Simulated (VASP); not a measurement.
# Os (P6_3/mmc) in VASP: single point with LDA

Aim: the single point of Os with LDA.

Program: VASP 6.6.1. These are calculated values, not measurements. Logs are shortened: lines on timing, memory, paths and dates and some standing lists are left out, and cuts for length are marked.

## Step 1: The cell of the first run

It takes space group P6_3/mmc (No. 194, hexagonal). Conventional cell: a = 2.713 Å, b = 2.713 Å, c = 4.294 Å, α = 90.00°, β = 90.00°, γ = 120.00°. Os (site symmetry -6m2) has 12 Os at 2.66 to 2.71 Å within 3.5 Å.

## Step 2: Single point, LDA

INCAR

```
PREC = Accurate
ENCUT = 560
EDIFF = 1E-6
ISMEAR = 0
SIGMA = 0.1
LREAL = False
LASPH = True
NELM = 120
ALGO = Normal
ISIF = 2
LWAVE = False
LCHARG = True
LELF = True
LVHAR = True
NBANDS = 23
GGA_COMPAT = False
```

KPOINTS

```
regular mesh
0
Gamma
  9 9 5
```

POSCAR

```
Os
1.0
    2.7131308752      0.0000000000      0.0000000000
   -1.3565654376      2.3496402617      0.0000000000
    0.0000000000      0.0000000000      4.2936931215
Os
2
Direct
    0.3333333333      0.6666666667      0.2500000000
    0.6666666667      0.3333333333      0.7500000000
```

Potentials or basis: VASP PAW LDA potentials, release 64 (Os_sv_GW).

Command:

```sh
$ cat potpaw_LDA.64/Os_sv_GW/POTCAR > POTCAR
$ mpirun -np 1 vasp_std > vasp.out
```

OUTCAR:

```text
PREC = Accurate
   ENCUT = 560
   EDIFF = 1E-6
   ISMEAR = 0
   LREAL = False
   LASPH = True
   NELM = 120
   ISIF = 2

 ion  position               nearest neighbor table
   1  0.333  0.667  0.250-   2 2.66   2 2.66   2 2.66   2 2.66   2 2.66   2 2.66
   2  0.667  0.333  0.750-   1 2.66   1 2.66   1 2.66   1 2.66   1 2.66   1 2.66

  LATTYP: Found a hexagonal cell.
 ALAT       =     2.7131308752
 C/A-ratio  =     1.5825602667

  Lattice vectors:

 A1 = (   2.7131308752,   0.0000000000,   0.0000000000)
 A2 = (  -1.3565654376,   2.3496402617,   0.0000000000)
 A3 = (   0.0000000000,   0.0000000000,   4.2936931215)

Analysis of symmetry for initial positions (statically):
=====================================================================
 Subroutine PRICEL returns:
 Original cell was already a primitive cell.

 Routine SETGRP: Setting up the symmetry group for a
 hexagonal supercell.

 Subroutine GETGRP returns: Found 24 space group operations
 (whereof 12 operations were pure point group operations)
 out of a pool of 24 trial point group operations.

The static configuration has the point symmetry D_3d.
 The point group associated with its full space group is D_6h.

Analysis of symmetry for dynamics (positions and initial velocities):
=====================================================================
 Subroutine PRICEL returns:
 Original cell was already a primitive cell.

 Routine SETGRP: Setting up the symmetry group for a
 hexagonal supercell.

 Subroutine GETGRP returns: Found 24 space group operations
 (whereof 12 operations were pure point group operations)
 out of a pool of 24 trial point group operations.

The dynamic configuration has the point symmetry D_3d.
 The point group associated with its full space group is D_6h.

 Subroutine INISYM returns: Found 24 space group operations
 (whereof 12 operations are pure point group operations),
 and found     1 'primitive' translations

----------------------------------------------------------------------------------------

                                     Primitive cell

  volume of cell :      27.3718

  direct lattice vectors                    reciprocal lattice vectors
     2.713130875  0.000000000  0.000000000     0.368577870  0.212798533  0.000000000
    -1.356565438  2.349640262  0.000000000     0.000000000  0.425597065  0.000000000
     0.000000000  0.000000000  4.293693121     0.000000000  0.000000000  0.232899737

  length of vectors
     2.713130875  2.713130875  4.293693121     0.425597065  0.425597065  0.232899737

  position of ions in fractional coordinates (direct lattice)
     0.333333333  0.666666667  0.250000000
     0.666666667  0.333333333  0.750000000

  ion indices of the primitive-cell ions
   primitive index   ion index
                 1           1
                 2           2

----------------------------------------------------------------------------------------

 KPOINTS: regular mesh

Automatic generation of k-mesh.
 Grid dimensions read from file:
 generate k-points for:    9    9    5

 Generating k-lattice:

  Cartesian coordinates                     Fractional coordinates (reciprocal lattice)
     0.040953097  0.023644281  0.000000000     0.111111111  0.000000000  0.000000000
     0.000000000  0.047288563  0.000000000     0.000000000  0.111111111  0.000000000
     0.000000000  0.000000000  0.046579947     0.000000000  0.000000000  0.200000000

  Length of vectors
     0.047288563  0.047288563  0.046579947

  Shift w.r.t. Gamma in fractional coordinates (k-lattice)
     0.000000000  0.000000000  0.000000000

 Subroutine IBZKPT returns following result:
 ===========================================

 Found     36 irreducible k-points:

 Following reciprocal coordinates:
            Coordinates               Weight
  0.000000  0.000000  0.000000      1.000000
  0.111111 -0.000000  0.000000      6.000000
  0.222222  0.000000  0.000000      6.000000
  0.333333  0.000000  0.000000      6.000000
  0.444444  0.000000  0.000000      6.000000
  0.111111  0.111111  0.000000      6.000000
[... 16 lines left out ...]
  0.333333  0.222222  0.200000     24.000000
  0.333333  0.333333  0.200000      4.000000
 [... further k-points ...]
   k-points           NKPTS =     36   k-points in BZ     NKDIM =     36   number of bands    NBANDS=     23
   number of dos      NEDOS =    301   number of ions     NIONS =      2
   total plane-waves  NPLWV =  20736
   dimension x,y,z NGX =    24 NGY =   24 NGZ =   36
   dimension x,y,z NGXF=    48 NGYF=   48 NGZF=   72
   ions per type =               2
   NGX,Y,Z   is equivalent  to a cutoff of  14.71, 14.71, 13.94 a.u.
   NGXF,Y,Z  is equivalent  to a cutoff of  29.41, 29.41, 27.88 a.u.
 SYSTEM =  unknown system
   PREC   = accura    normal or accurate (medium, high low for compatibility)
   ISTART =      0    job   : 0-new  1-cont  2-samecut
   ICHARG =      2    charge: 1-file 2-atom 10-const
   ISPIN  =      1    spin polarized calculation?
   LNONCOLLINEAR =      F non collinear calculations
   LSORBIT =      F    spin-orbit coupling
   LASPH  =      T    aspherical Exc in radial PAW
   ENCUT  =  560.0 eV  41.16 Ry    6.42 a.u.   5.24  5.24  8.28*2*pi/ulx,y,z
   NELM   =    120;   NELMIN=  2; NELMDL= -5     # of ELM steps
   EDIFF  = 0.1E-05   stopping-criterion for ELM
   LREAL  =      F    real-space projection
   EDIFFG = 0.1E-04   stopping-criterion for IOM
   NSW    =      0    number of steps for IOM
   IBRION =     -1    ionic relax: 0-MD 1-quasi-New 2-CG
   NFREE  =      0    steps in history (QN), initial steepest desc. (CG)
   ISIF   =      2    stress and relaxation
   ISYM   =      2    0-nonsym 1-usesym 2-fastsym
   POTIM  = 0.5000    time-step for ionic-motion
   TEBEG  =    0.0;   TEEND  =   0.0 temperature during run
   PSTRESS=    0.0 pullay stress
   NELECT =      32.0000    total number of electrons
   NUPDOWN=      -1.0000    fix difference up-down
   EMIN   =  10.00;   EMAX   =-10.00  energy-range for DOS
   EFERMI =   0.00;   METHOD = LEGACY
   ISMEAR =     0;   SIGMA  =   0.10  broadening in eV -4-tet -1-fermi 0-gaus
   EFERMI_NEDOS =   21; number of points for ismear=-14 and -15
   IALGO  =     38    algorithm
   IMIX   =      4    mixing-type and parameters
     AMIX     =   0.40;   BMIX     =  1.00
     AMIX_MAG =   1.60;   BMIX_MAG =  1.00
  volume/ion in A,a.u.               =      13.69        92.36
  Fermi-wavevector in a.u.,A,eV,Ry     =   1.724608  3.259037 40.467448  2.974273
  Thomas-Fermi vector in A             =   2.800265
   LORBIT       =      0    0 simple, 1 ext, 2 COOP (PROOUT), +10 PAW based schemes
   GGA     = CA    functional components
   LHFCALC =     F    Hartree Fock is set to
   AEXX    =    0.0000 exact exchange contribution
   IVDW    =     0    specifies the selected vdW correction
   LEPSILON=     F    determine dielectric tensor
   LRPA    =     F    only Hartree local field effects (RPA)
 non-spin polarized calculation
 Gauss-broadening in eV      SIGMA  =   0.10
  energy-cutoff  :      560.00
  volume of cell :       27.37
 maximum number of plane-waves:       833
 NGX is ok and might be reduce to    24
   NGX = 11   NGY = 11   NGZ = 17

 number of electron      31.9999999 magnetization

 Free energy of the ion-electron system (eV)
  ---------------------------------------------------
  ext. energy  EPLUGINS =         0.00000000
  ---------------------------------------------------
  free energy    TOTEN  =       -27.64994292 eV

  energy without entropy =      -27.64421015  energy(sigma->0) =      -27.64707654

 E-fermi :  14.1721     XC(G=0): -14.9499

 val. band max:       14.1535267177   @ k =   0.1111   0.1111   0.4000
 cond. band min:      14.1841788729   @ k =   0.2222   0.0000   0.4000
 fundamental gap:      0.0306521551
 Fermi energy:        14.1721031168

 k-point     1 :       0.0000    0.0000    0.0000
  band No.  band energies     occupation
      1     -72.3032      2.00000
      2     -72.1733      2.00000
      3     -32.5713      2.00000
      4     -31.5575      2.00000
      5     -31.5575      2.00000
      6     -31.3659      2.00000
[... 15 lines left out ...]
     22      27.3203      0.00000
     23      29.7469      0.00000

 k-point     2 :       0.1111   -0.0000    0.0000
  band No.  band energies     occupation
      1     -72.2918      2.00000
      2     -72.1691      2.00000
      3     -32.5256      2.00000
      4     -31.6551      2.00000
      5     -31.5902      2.00000
      6     -31.4674      2.00000
[... 15 lines left out ...]
     22      28.3659      0.00000
     23      30.3681      0.00000

 k-point     3 :       0.2222    0.0000    0.0000
  band No.  band energies     occupation
      1     -72.2626      2.00000
      2     -72.1592      2.00000
      3     -32.3990      2.00000
      4     -31.9009      2.00000
      5     -31.7159      2.00000
      6     -31.6692      2.00000
[... 15 lines left out ...]
     22      29.0851      0.00000
     23      29.9764      0.00000

 k-point     4 :       0.3333    0.0000    0.0000
  band No.  band energies     occupation
      1     -72.2262      2.00000
      2     -72.1513      2.00000
      3     -32.2243      2.00000
      4     -32.1790      2.00000
      5     -31.9839      2.00000
      6     -31.7544      2.00000
[... 15 lines left out ...]
     22      25.3173      0.00000
     23      28.2600      0.00000

 k-point     5 :       0.4444    0.0000    0.0000
  band No.  band energies     occupation
      1     -72.1981      2.00000
      2     -72.1504      2.00000
      3     -32.3591      2.00000
      4     -32.1514      2.00000
      5     -32.0676      2.00000
      6     -31.8077      2.00000
[... 434 lines left out ...]
 k-point    22 :       0.2222    0.2222    0.2000
  band No.  band energies     occupation
      1     -72.2024      2.00000
      2     -72.1551      2.00000
      3     -32.2801      2.00000
      4     -32.1799      2.00000
      5     -31.8950      2.00000
      6     -31.8568      2.00000
[... 15 lines left out ...]
     22      25.6102      0.00000
     23      27.9622      0.00000

 k-point    23 :       0.3333    0.2222    0.2000
  band No.  band energies     occupation
      1     -72.1797      2.00000
      2     -72.1558      2.00000
      3     -32.3143      2.00000
      4     -32.2050      2.00000
      5     -32.0173      2.00000
      6     -31.8107      2.00000
[... 15 lines left out ...]
     22      24.2213      0.00000
     23      27.2969      0.00000

 k-point    24 :       0.3333    0.3333    0.2000
  band No.  band energies     occupation
      1     -72.1640      2.00000
      2     -72.1640      2.00000
      3     -32.1950      2.00000
      4     -32.1772      2.00000
      5     -32.1772      2.00000
      6     -31.8699      2.00000
[... 15 lines left out ...]
     22      27.0577      0.00000
     23      27.0577      0.00000

 [... further k-points ...]

------------------------ aborting loop because EDIFF is reached ----------------------------------------

  FORCE on cell =-STRESS in cart. coord.  units (eV):
  Direction    XX          YY          ZZ          XY          YZ          ZX
  --------------------------------------------------------------------------------------
  -------------------------------------------------------------------------------------
  Total        0.0777600      0.0777600      0.1104063      0.0000000      0.0000000      0.0000000
  in kB        4.5515944      4.5515944      6.4625136      0.0000000      0.0000000      0.0000000
  external PRESSURE =       5.1885675 kB  Pullay stress =       0.0000000 kB

 VOLUME and BASIS-vectors are now :
 -----------------------------------------------------------------------------
  energy-cutoff  :      560.00
  volume of cell :       27.37
      direct lattice vectors                 reciprocal lattice vectors
     2.713130875  0.000000000  0.000000000     0.368577870  0.212798533  0.000000000
    -1.356565438  2.349640262  0.000000000     0.000000000  0.425597065  0.000000000
     0.000000000  0.000000000  4.293693121     0.000000000  0.000000000  0.232899737

 POSITION                                       TOTAL-FORCE (eV/Angst)
 -----------------------------------------------------------------------------------
     -0.00000      1.56643      1.07342         0.000000     -0.000000      0.000000
      1.35657      0.78321      3.22027        -0.000000      0.000000      0.000000
 -----------------------------------------------------------------------------------
    total drift:                                0.000000     -0.000000      0.000000

  FREE ENERGIE OF THE ION-ELECTRON SYSTEM (eV)
  ---------------------------------------------------
  free  energy   TOTEN  =       -27.6499429156 eV

  energy  without entropy=      -27.6442101544  energy(sigma->0) =      -27.64707654
```

It took 27 s on 1 thread of Intel Xeon Platinum 8375C at 2.90GHz (Ice Lake), shared host; peak memory 0.15 GiB.

What came out:

| Property | Result |
| --- | --- |
| Free energy | -27.6499 eV |
| Pressure | 0.5 GPa |
| Band gap on the k mesh | zero (bands 16 and 17 overlap by 3.99 eV) |

Stress tensor (GPa, compression positive):
```
0.46 0.00 0.00
0.00 0.46 0.00
0.00 0.00 0.65
```

Caveat: spin-orbit coupling is left out, which moves the levels of the heavy elements.

The gap in the log of VASP goes by the Fermi energy; the results here count the filled bands.